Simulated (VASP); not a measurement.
The system is Ir.

```
Ir
1.0
     0.00000    1.91560    1.91560
     1.91560    0.00000    1.91560
     1.91560    1.91560    0.00000
Ir
1
Direct
  0.00000 0.00000 0.00000
```

- Program: VASP 6.6.1
- Task: relaxation of cell and atoms
- Functional: PBEsol
- Dispersion: D4
- Potentials or basis: VASP PAW PBE potentials, release 64 (Ir)
- Cutoff: 600 eV
- k mesh: 12 × 12 × 12
- Occupations: fermi-dirac, width 0.05 eV
- Spin: no spin polarisation

At the start: pressure -5.1 GPa; volume 14.06 Å³/atom.

Task: Where does the relaxation end?

Result: Over 4 steps the energy falls by 2.9 meV/atom and the volume is 13.88 Å³/atom (-1.3 %); space group Fm-3m (No. 225, to 0.05 Å).

Step by step:
```
step  energy change (eV)  largest force (eV/Å)  pressure (GPa)  volume (Å³)
   1              0.0000                0.0000           -5.10        14.06
   2              0.0489                0.0000           24.65        13.17
   3             -0.0029                0.0000           -0.15        13.88
   4             -0.0029                0.0000            0.07        13.88
```

Final structure:
```cif
data_structure
_symmetry_space_group_name_H-M 'P 1'
_symmetry_Int_Tables_number 1
_cell_length_a 2.6974
_cell_length_b 2.6974
_cell_length_c 2.6974
_cell_angle_alpha 60.000
_cell_angle_beta 60.000
_cell_angle_gamma 60.000
_cell_volume 13.88
loop_
_atom_site_label
_atom_site_type_symbol
_atom_site_fract_x
_atom_site_fract_y
_atom_site_fract_z
_atom_site_occupancy
Ir1 Ir 0.00000 0.00000 0.00000 1
```

Caveat: the PAW data sets were made with another functional, which shifts forces and pressure a little; pairwise dispersion overbinds metals, which lowers pressure and volume.
